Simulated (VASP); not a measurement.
Here is a VASP 6.6.1 calculation.

Contents of INCAR:

```
SYSTEM = Pd
ALGO = Normal ; EDIFF = 1E-6
ENCUT = 540 ; GGA = PE
GGA_COMPAT = .FALSE. ; ISIF = 2
ISMEAR = -1 ; LASPH = .TRUE.
LCHARG = .TRUE. ; LELF = .TRUE.
LREAL = .FALSE. ; LVHAR = .TRUE.
LWAVE = .FALSE. ; NBANDS = 15
NELM = 120 ; PREC = Accurate
SIGMA = 0.08
```

KPOINTS

```
k-points
0
G
  16 16 15
  0 0 0
```

POSCAR

```
Pd
1.0
    2.2883034072      0.0000000000      0.0000000000
   -1.1441517036      1.9817288822      0.0000000000
    0.0000000000      0.0000000000      2.1982187296
Pd
1
Direct
    0.0000000000      0.0000000000      0.0000000000
```

Potentials or basis: VASP PAW PBE potentials, release 64 (Pd_sv_GW).

Launch:

```console
$ cat potpaw_PBE.64/Pd_sv_GW/POTCAR > POTCAR
$ mpirun -np 1 vasp_std > vasp.out
```

Task: Predict the pressure.

Result: 275.4 GPa.

Task: Predict the band gap on the k mesh.

Result: Zero (band 9 reaches 18.46 eV, above the bottom of band 10 at 13.54 eV).

Stress tensor (GPa, compression positive):
```
275.72   0.00   0.00
  0.00 275.72   0.00
  0.00   0.00 274.76
```
